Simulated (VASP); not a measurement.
Runs of VASP 6.6.1 on La6N. The structure is that of space group P-3m1 (No. 164), or close to it. The cells are those of the table. 

```tsv
cell	k mesh	smearing	gap on the mesh (eV)	pressure (GPa)	largest force (eV/Å)
a = 3.743, b = 3.743, c = 18.493 Å, angles 90.0, 90.0, 120.0°, 7 atoms	5 × 5 × 1	gaussian 0.2 eV	none	(a)	0.03
a = 3.579, b = 3.579, c = 17.908 Å, angles 90.0, 90.0, 120.0°, 7 atoms	12 × 12 × 2	gaussian 0.1 eV	none	4.8	0.02
a = 3.713, b = 3.713, c = 18.910 Å, angles 90.0, 90.0, 120.0°, 7 atoms	6 × 6 × 2	gaussian 0.2 eV	none	0.2	0.02
a = 3.714, b = 3.714, c = 18.914 Å, angles 90.0, 90.0, 120.0°, 7 atoms	12 × 12 × 2	gaussian 0.1 eV	none	0.0	0.01
a = 3.736, b = 3.736, c = 18.616 Å, angles 90.0, 90.0, 120.0°, 7 atoms	5 × 5 × 1	gaussian 0.2 eV	none	0.3	0.03
a = 3.713, b = 3.713, c = 18.910 Å, angles 90.0, 90.0, 120.0°, 7 atoms	12 × 12 × 2	gaussian 0.1 eV	none	0.0	0.01
```

Alike in all rows: task single point; level PBE; potentials or basis VASP PAW PBE potentials, release 64 (La, N); no spin polarisation; cutoff (eV) 520.

Task: Fill in the values left out.

Result: (a) 0.5.

Caveats: some runs use coarse meshes; spin-orbit coupling is left out, which moves the levels of the heavy elements.

A k mesh can miss the band edges, and the runs leave out spin-orbit coupling on La.

A gap of «none» marks levels without a gap at the run's occupations.
